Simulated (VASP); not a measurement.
Write the native input for VASP 6.6.1 that does the following.

- Task: single point
- Functional: PBE
- Potentials or basis: VASP PAW PBE potentials, release 64 (Pt)
- Cutoff: 520 eV
- k mesh: 17 × 17 × 17
- Occupations: fermi-dirac, width 0.08 eV
- Spin: no spin polarisation
- Dipole correction: no
- Further INCAR settings: ALGO = Normal; EDIFF = 1e-06; NBANDS = 11

The structure of Pt lies in POSCAR:

```
Pt
1.0
   -1.3912087366      1.3912087366      1.3912087366
    1.3912087366     -1.3912087366      1.3912087366
    1.3912087366      1.3912087366     -1.3912087366
Pt
1
Direct
    0.0000000000      0.0000000000      0.0000000000
```

This cell differs from its parent crystal: volume scaled by 0.68.

The input as run:

INCAR

```
SYSTEM = Pt
ALGO = Normal
EDIFF = 1E-6
ENCUT = 520
GGA = PE
ISIF = 2
ISMEAR = -1
LASPH = .TRUE.
LCHARG = .FALSE.
LREAL = .FALSE.
LWAVE = .FALSE.
NBANDS = 11
NELM = 100
PREC = Accurate
SIGMA = 0.08
```

KPOINTS

```
k-points
0
G
  17 17 17
  0 0 0
```

Potentials or basis: VASP PAW PBE potentials, release 64 (Pt).

The run is started by

```console
$ cat potpaw_PBE.64/Pt/POTCAR > POTCAR
$ mpirun -np 1 vasp_std > vasp.out
```

It gave:

```yaml
Pressure: 252.3 GPa
Band_gap_on_the_k_mesh: zero (band 5 reaches 20.55 eV, above the bottom of band 6 at 16.36 eV)
```

Caveat: spin-orbit coupling is left out, which moves the levels of the heavy elements.

Run time: 10 s on 1 thread of Intel(R) Xeon(R) 6975P-C (Granite Rapids), on a shared host, peak memory 0.14 GiB.
